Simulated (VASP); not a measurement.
# LiTi12 (a cell with a defect) in VASP: a series of runs

LiTi12 (a cell with a defect) is run at these levels: PBEsol; tasks: single point.

Everything below comes from runs of VASP 6.6.1. Logs are shortened: lines on timing, memory, paths and dates and some standing lists are left out, and cuts for length are marked.

### 1 The cell of the first run

The cell holds a defect, 13 atoms: a = 5.900 Å, b = 8.850 Å, c = 4.685 Å, α = 90.00°, β = 90.00°, γ = 120.00°.

### 2 Single point, PBEsol

INCAR reads:

```
PREC = Accurate ; ENCUT = 520
EDIFF = 1E-6 ; ISMEAR = 0
SIGMA = 0.05 ; LREAL = F
LASPH = T ; NELM = 80
ALGO = Normal ; ISIF = 2
LWAVE = F ; LCHARG = F
GGA = PS ; NBANDS = 86
```

KPOINTS reads:

```
Automatic mesh
0
Gamma
  3 2 4
```

POSCAR reads:

```
LiTi12
1.0
    5.9000000000      0.0000000000      0.0000000000
   -4.4250000000      7.6643250000      0.0000000000
    0.0000000000      0.0000000000      4.6846000000
Ti Li
12 1
Direct
    0.0284351356      0.0391284294      0.0336835589
    0.1551662240      0.2199560953      0.5297754344
    0.0117481540      0.3391462392      0.0429949195
    0.1695123100      0.5637280517      0.5724676600
    0.0176615753      0.6483130608      0.0648644495
    0.2084778279      0.9097774429      0.4344381591
    0.4986851472     -0.0070299733     -0.0712176066
    0.6567328345      0.2175954177      0.4579212740
    0.5122598456      0.3366497376     -0.0285667933
    0.6375829911      0.5159569825      0.4670644239
    0.4598207210      0.6472199444      0.0669645221
    0.6491488617      0.9084450359      0.4365525338
    0.8334275652      0.7777445502      0.7481165948
```

Potentials or basis: VASP PAW PBE potentials, release 64 (Ti_sv, Li_sv).

The run is started by

```
cat potpaw_PBE.64/Ti_sv/POTCAR potpaw_PBE.64/Li_sv/POTCAR > POTCAR
mpirun -np 1 vasp_std > vasp.out
```

OUTCAR:

```text
PREC = Accurate
   ENCUT = 520
   EDIFF = 1E-6
   ISMEAR = 0
   LREAL = F
   LASPH = T
   NELM = 80
   ISIF = 2
   GGA = PS

 ion  position               nearest neighbor table
   1  0.028  0.039  0.034-  13 2.41   6 2.68  12 2.71   3 2.71   2 2.71   2 2.74   9 2.77
   2  0.155  0.220  0.530-   1 2.71   1 2.74  10 2.76   9 2.76   3 2.81  12 2.91   3 2.92
   3  0.012  0.339  0.043-   8 2.66  11 2.69   1 2.71   5 2.72   4 2.80   2 2.81   2 2.92
   4  0.170  0.564  0.572-   5 2.71  11 2.75   5 2.77  11 2.80   3 2.80
   5  0.018  0.648  0.065-  13 2.44  11 2.61   6 2.65  10 2.71   4 2.71   3 2.72   4 2.77   9 2.91

   6  0.208  0.910  0.434-  13 2.42  12 2.61   5 2.65   1 2.68   8 2.69   7 2.75   7 2.80
   7  0.499  0.993  0.929-  12 2.71   6 2.75  12 2.77   6 2.80   8 2.80
   8  0.657  0.218  0.458-   3 2.66   6 2.69  10 2.70  12 2.72   7 2.80   9 2.82   9 2.92
   9  0.512  0.337  0.971-  10 2.70  10 2.73   2 2.76   1 2.77   8 2.82   5 2.91   8 2.92
  10  0.638  0.516  0.467-  13 2.40  11 2.68   9 2.70   8 2.70   5 2.71   9 2.73   2 2.76
  11  0.460  0.647  0.067-  13 2.42   5 2.61  12 2.65  10 2.68   3 2.69   4 2.75   4 2.80
  12  0.649  0.908  0.437-  13 2.43   6 2.61  11 2.65   1 2.71   7 2.71   8 2.72   7 2.77   2 2.91

  13  0.833  0.778  0.748-  10 2.40   1 2.41   6 2.42  11 2.42  12 2.43   5 2.44

  LATTYP: Found a simple monoclinic cell.
 ALAT       =     5.9000000000
 B/A-ratio  =     0.7940000000
 C/A-ratio  =     1.3228756849
 COS(beta)  =    -0.1889822323

  Lattice vectors:

 A1 = (   5.9000000000,   0.0000000000,   0.0000000000)
 A2 = (   0.0000000000,   0.0000000000,   4.6846000000)
 A3 = (  -1.4750000000,  -7.6643250000,   0.0000000000)

Analysis of symmetry for initial positions (statically):
=====================================================================
 Subroutine PRICEL returns:
 Original cell was already a primitive cell.

 Routine SETGRP: Setting up the symmetry group for a
 simple monoclinic supercell.

 Subroutine GETGRP returns: Found  1 space group operations
 (whereof  1 operations were pure point group operations)
 out of a pool of  4 trial point group operations.

The static configuration has the point symmetry C_1 .

Analysis of symmetry for dynamics (positions and initial velocities):
=====================================================================
 Subroutine PRICEL returns:
 Original cell was already a primitive cell.

 Routine SETGRP: Setting up the symmetry group for a
 simple monoclinic supercell.

 Subroutine GETGRP returns: Found  1 space group operations
 (whereof  1 operations were pure point group operations)
[... 148 lines left out ...]
   EFERMI_NEDOS =   21; number of points for ismear=-14 and -15
   IALGO  =     38    algorithm
   IMIX   =      4    mixing-type and parameters
     AMIX     =   0.40;   BMIX     =  1.00
     AMIX_MAG =   1.60;   BMIX_MAG =  1.00
  volume/ion in A,a.u.               =      16.30       109.96
  Fermi-wavevector in a.u.,A,eV,Ry     =   1.449376  2.738924 28.581642  2.100691
  Thomas-Fermi vector in A             =   2.567110
   LORBIT       =      0    0 simple, 1 ext, 2 COOP (PROOUT), +10 PAW based schemes
   GGA     = PS    functional components
   LHFCALC =     F    Hartree Fock is set to
   AEXX    =    0.0000 exact exchange contribution
   IVDW    =     0    specifies the selected vdW correction
   LEPSILON=     F    determine dielectric tensor
   LRPA    =     F    only Hartree local field effects (RPA)
 non-spin polarized calculation
 Gauss-broadening in eV      SIGMA  =   0.05
  energy-cutoff  :      520.00
  volume of cell :      211.84
 maximum number of plane-waves:      5706
 NGX is ok and might be reduce to    48
   NGX = 21   NGY = 33   NGZ = 17

 number of electron     147.0000004 magnetization

 Free energy of the ion-electron system (eV)
  ---------------------------------------------------
  ext. energy  EPLUGINS =         0.00000000
  ---------------------------------------------------
  free energy    TOTEN  =       -99.68132231 eV

  energy without entropy =      -99.66239173  energy(sigma->0) =      -99.67185702

 E-fermi :   8.1271     XC(G=0): -11.6381

 val. band max:        8.1128934693   @ k =   0.3333   0.5000   0.5000
 cond. band min:       8.1480202890   @ k =   0.3333   0.5000   0.0000
 fundamental gap:      0.0351268197
 Fermi energy:         8.1270609562

 k-point     1 :       0.0000    0.0000    0.0000
  band No.  band energies     occupation
      1     -48.3390      2.00000
      2     -48.3017      2.00000
      3     -48.2676      2.00000
      4     -48.2092      2.00000
      5     -48.1437      2.00000
      6     -48.1400      2.00000
[... 1221 lines left out ...]
     84       9.0694      0.00000
     85       9.2313      0.00000
 [bands above 85 left out]

------------------------ aborting loop because EDIFF is reached ----------------------------------------

  FORCE on cell =-STRESS in cart. coord.  units (eV):
  Direction    XX          YY          ZZ          XY          YZ          ZX
  --------------------------------------------------------------------------------------
  -------------------------------------------------------------------------------------
  Total       -1.2495995      0.8560528      5.5485870      0.0530298     -0.6994544      0.0485385
  in kB       -9.4511137      6.4745961     41.9657070      0.4010807     -5.2901933      0.3671119
  external PRESSURE =      12.9963965 kB  Pullay stress =       0.0000000 kB

 VOLUME and BASIS-vectors are now :
 -----------------------------------------------------------------------------
  energy-cutoff  :      520.00
  volume of cell :      211.84
      direct lattice vectors                 reciprocal lattice vectors
     5.900000000  0.000000000  0.000000000     0.169491525  0.097855976  0.000000000
    -4.425000000  7.664325000  0.000000000     0.000000000  0.130474634  0.000000000
     0.000000000  0.000000000  4.684600000     0.000000000  0.000000000  0.213465397

 POSITION                                       TOTAL-FORCE (eV/Angst)
 -----------------------------------------------------------------------------------
     -0.00538      0.29989      0.15779        -0.000844      0.031967      0.015584
     -0.05783      1.68582      2.48179         0.003800     -0.029567     -0.010536
     -1.43141      2.59933      0.20141        -0.008688     -0.001800      0.004810
     -1.49437      4.32059      2.68178        -0.014922     -0.005760      0.004117
     -2.76458      4.96888      0.30386         0.021106     -0.001420      0.006581
     -2.79575      6.97283      2.03517         0.006585      0.020304     -0.009849
     -1.45165      7.61044      4.35097        -0.005747     -0.001319      0.000391
      2.91186      1.66772      2.14518        -0.007513      0.005271     -0.003940
      1.53266      2.58019      4.55078         0.003706     -0.006108     -0.001673
      1.47863      3.95446      2.18801         0.010643      0.002941     -0.002477
     -0.15101      4.96050      0.31370        -0.006458     -0.010784      0.007367
     -0.18989      6.96262      2.04507         0.001199      0.001052     -0.004332
      1.47570      5.96089      3.50463        -0.002865     -0.004778     -0.006043
 -----------------------------------------------------------------------------------
    total drift:                               -0.000107     -0.000088     -0.000349

  FREE ENERGIE OF THE ION-ELECTRON SYSTEM (eV)
  ---------------------------------------------------
  free  energy   TOTEN  =       -99.6813223066 eV

  energy  without entropy=      -99.6623917325  energy(sigma->0) =      -99.67185702
```

OSZICAR:

```text
N       E                     dE             d eps       ncg     rms          rms(c)
DAV:   1     0.219336749372E+04    0.21934E+04   -0.71605E+04  2408   0.213E+03
DAV:   2     0.215974803395E+03   -0.19774E+04   -0.19473E+04  2408   0.686E+02
DAV:   3    -0.551812214176E+02   -0.27116E+03   -0.25993E+03  3546   0.216E+02
[... 12 lines left out ...]
DAV:  16    -0.996813146131E+02    0.20717E-03   -0.20157E-03  3336   0.371E-01    0.458E-02
DAV:  17    -0.996813454749E+02   -0.30862E-04   -0.72172E-04  3464   0.194E-01    0.515E-02
DAV:  18    -0.996813162763E+02    0.29199E-04   -0.33216E-04  3120   0.158E-01    0.203E-02
DAV:  19    -0.996813215249E+02   -0.52486E-05   -0.47098E-05  3744   0.486E-02    0.115E-02
DAV:  20    -0.996813222285E+02   -0.70362E-06   -0.17965E-05  3160   0.366E-02    0.796E-03
DAV:  21    -0.996813223066E+02   -0.78078E-07   -0.38206E-06  2152   0.179E-02
   1 F= -.99681322E+02 E0= -.99671857E+02  d E =-.189306E-01
```

stdout:

```text
POSCAR found type information on POSCAR TiLi
 POSCAR found :  2 types and      13 ions
 scaLAPACK will be used
 -----------------------------------------------------------------------------
|                                                                             |
|                                                                             |
|     You enforced a specific xc type in the INCAR file but a different       |
[... 22 lines left out ...]
 -----------------------------------------------------------------------------

 POSCAR, INCAR and KPOINTS ok, starting setup
 FFT: planning ... GRIDC
 FFT: planning ... GRID_SOFT
 FFT: planning ... GRID
 WAVECAR not read
 entering main loop
```

Wall time 10 min (1 thread of AMD EPYC 7R43 (Zen 3), shared host); peak memory 0.37 GiB.

Results:

| Item | Value |
| --- | --- |
| Free energy | -99.6813 eV |
| Largest force | 0.036 eV/Å |
| Band gap on the k mesh | zero (an odd number of electrons rules out a gap without spin polarisation) |

Forces in eV/Å, atoms in the order of the input:
```
Ti  -0.001  0.032  0.016
Ti   0.004 -0.030 -0.011
Ti  -0.009 -0.002  0.005
Ti  -0.015 -0.006  0.004
Ti   0.021 -0.001  0.007
Ti   0.007  0.020 -0.010
Ti  -0.006 -0.001  0.000
Ti  -0.008  0.005 -0.004
Ti   0.004 -0.006 -0.002
Ti   0.011  0.003 -0.002
Ti  -0.006 -0.011  0.007
Ti   0.001  0.001 -0.004
Li  -0.003 -0.005 -0.006
```

Caveat: the k points lie up to 0.41 Å⁻¹ apart, too coarse for converged energies and pressures of a metal; the cutoff is under 1.25 times the usual one of these potentials, so pressure, stress and relaxed cells hold a basis-set (Pulay) error; the PAW data sets were made with another functional, which shifts forces and pressure a little.

### 3 Single point, PBEsol

INCAR reads:

```
  PREC = Accurate
  ENCUT = 520
  EDIFF = 1E-7
  ISMEAR = 0
  SIGMA = 0.05
  LREAL = F
  LASPH = T
  NELM = 100
  ALGO = Normal
  ISIF = 2
  LWAVE = F
  LCHARG = T
  GGA = PS
  LELF = T
  LVHAR = T
  NBANDS = 86
```

KPOINTS is that of step 2.

POSCAR reads:

```
LiTi12
1.0
    5.9000000000      0.0000000000      0.0000000000
   -4.4250000000      7.6643250000      0.0000000000
    0.0000000000      0.0000000000      4.6846000000
Ti Li
12 1
Direct
    0.0274243648      0.0387260457     -0.0318964266
    0.1541368261      0.2192789319      0.4724710754
    0.0102398506      0.3385735861     -0.0411288050
    0.1677985666      0.5630557159      0.4292518038
    0.0171605295      0.6482022879     -0.0631142467
    0.2073261690      0.9094075473      0.5670449985
    0.4973247717     -0.0075068581      0.0726305341
    0.6556653606      0.2173194639      0.5435620971
    0.5111144880      0.3357234982      0.0304241557
    0.6367514779      0.5156501062      0.5347323144
    0.4587059958      0.6465521752     -0.0652836955
    0.6480685960      0.9078722523      0.5650034154
    0.8320084762      0.7771893807      0.2536773684
```

Potentials or basis: VASP PAW PBE potentials, release 64 (Ti_sv, Li_sv).

The run is started by

```
cat potpaw_PBE.64/Ti_sv/POTCAR potpaw_PBE.64/Li_sv/POTCAR > POTCAR
mpirun -np 1 vasp_std > vasp.out
```

OUTCAR:

```text
PREC = Accurate
   ENCUT = 520
   EDIFF = 1E-7
   ISMEAR = 0
   LREAL = F
   LASPH = T
   NELM = 100
   ISIF = 2
   GGA = PS

 ion  position               nearest neighbor table
   1  0.027  0.039  0.968-  13 2.41   6 2.68   2 2.70   3 2.71  12 2.71   2 2.74   9 2.76
   2  0.154  0.219  0.472-   1 2.70   1 2.74  10 2.76   9 2.76   3 2.81  12 2.91   3 2.92
   3  0.010  0.339  0.959-   8 2.66  11 2.69   1 2.71   5 2.72   4 2.80   2 2.81   2 2.92
   4  0.168  0.563  0.429-   5 2.71  11 2.76   5 2.77   3 2.80  11 2.80
[... 1481 lines left out ...]
  energy-cutoff  :      520.00
  volume of cell :      211.84
      direct lattice vectors                 reciprocal lattice vectors
     5.900000000  0.000000000  0.000000000     0.169491525  0.097855976  0.000000000
    -4.425000000  7.664325000  0.000000000     0.000000000  0.130474634  0.000000000
     0.000000000  0.000000000  4.684600000     0.000000000  0.000000000  0.213465397

 POSITION                                       TOTAL-FORCE (eV/Angst)
 -----------------------------------------------------------------------------------
     -0.00956      0.29681      4.53518        -0.004147      0.013297     -0.007269
     -0.06090      1.68062      2.21334        -0.005570     -0.010816     -0.000682
     -1.43777      2.59494      4.49193         0.002565      0.001221     -0.002976
     -1.50151      4.31544      2.01087        -0.000184      0.003969      0.000221
     -2.76705      4.96803      4.38893         0.010555     -0.014917     -0.007095
     -2.80090      6.96999      2.65638         0.012787      0.016085      0.008736
     -1.45757      7.60679      0.34025         0.005386     -0.000753      0.003282
      2.90679      1.66561      2.54637         0.000901     -0.008615      0.002445
      1.53000      2.57309      0.14252        -0.006597      0.015220     -0.002466
      1.47508      3.95211      2.50501         0.006237     -0.010388      0.005850
     -0.15463      4.95539      4.37877        -0.010893     -0.013001     -0.007644
     -0.19373      6.95823      2.64681        -0.013261      0.010895      0.009388
      1.46979      5.95663      1.18838         0.002220     -0.002197     -0.001792
 -----------------------------------------------------------------------------------
    total drift:                                0.000122     -0.000017      0.000147

  FREE ENERGIE OF THE ION-ELECTRON SYSTEM (eV)
  ---------------------------------------------------
  free  energy   TOTEN  =       -99.6813884963 eV

  energy  without entropy=      -99.6624853608  energy(sigma->0) =      -99.67193693
```

OSZICAR:

```text
N       E                     dE             d eps       ncg     rms          rms(c)
DAV:   1     0.219405027948E+04    0.21941E+04   -0.71549E+04  2408   0.213E+03
DAV:   2     0.216053328777E+03   -0.19780E+04   -0.19477E+04  2408   0.687E+02
DAV:   3    -0.549161760451E+02   -0.27097E+03   -0.25998E+03  3546   0.216E+02
[... 15 lines left out ...]
DAV:  19    -0.996813870331E+02   -0.54782E-05   -0.48229E-05  3536   0.494E-02    0.115E-02
DAV:  20    -0.996813874787E+02   -0.44554E-06   -0.14727E-05  3296   0.346E-02    0.739E-03
DAV:  21    -0.996813883751E+02   -0.89643E-06   -0.43991E-06  3456   0.177E-02    0.385E-03
DAV:  22    -0.996813884538E+02   -0.78722E-07   -0.23989E-06  3104   0.133E-02    0.227E-03
DAV:  23    -0.996813884963E+02   -0.42521E-07   -0.55176E-07  2424   0.622E-03
   1 F= -.99681388E+02 E0= -.99671937E+02  d E =-.189031E-01
```

stdout:

```text
POSCAR found type information on POSCAR TiLi
 POSCAR found :  2 types and      13 ions
 scaLAPACK will be used
 -----------------------------------------------------------------------------
|                                                                             |
|                                                                             |
|     You enforced a specific xc type in the INCAR file but a different       |
[... 22 lines left out ...]
 -----------------------------------------------------------------------------

 POSCAR, INCAR and KPOINTS ok, starting setup
 FFT: planning ... GRIDC
 FFT: planning ... GRID_SOFT
 FFT: planning ... GRID
 WAVECAR not read
 entering main loop
```

Run time: 7.1 min. Hardware: 1 thread of AMD EPYC 7R13 (Zen 3), shared host; peak memory 0.4 GiB.

Results:

```yaml
Free_energy: -99.6814 eV
Largest_force: 0.022 eV/Å
Band_gap_on_the_k_mesh: zero (an odd number of electrons rules out a gap without spin polarisation)
```

Forces on the atoms (eV/Å):
```
Ti  -0.004  0.013 -0.007
Ti  -0.006 -0.011 -0.001
Ti   0.003  0.001 -0.003
Ti   0.000  0.004  0.000
Ti   0.011 -0.015 -0.007
Ti   0.013  0.016  0.009
Ti   0.005 -0.001  0.003
Ti   0.001 -0.009  0.002
Ti  -0.007  0.015 -0.002
Ti   0.006 -0.010  0.006
Ti  -0.011 -0.013 -0.008
Ti  -0.013  0.011  0.009
Li   0.002 -0.002 -0.002
```

Caveat: the k points lie up to 0.41 Å⁻¹ apart, too coarse for converged energies and pressures of a metal; the cutoff is under 1.25 times the usual one of these potentials, so pressure, stress and relaxed cells hold a basis-set (Pulay) error; the PAW data sets were made with another functional, which shifts forces and pressure a little.

The gap in the log of VASP goes by the Fermi energy; the results here count the filled bands.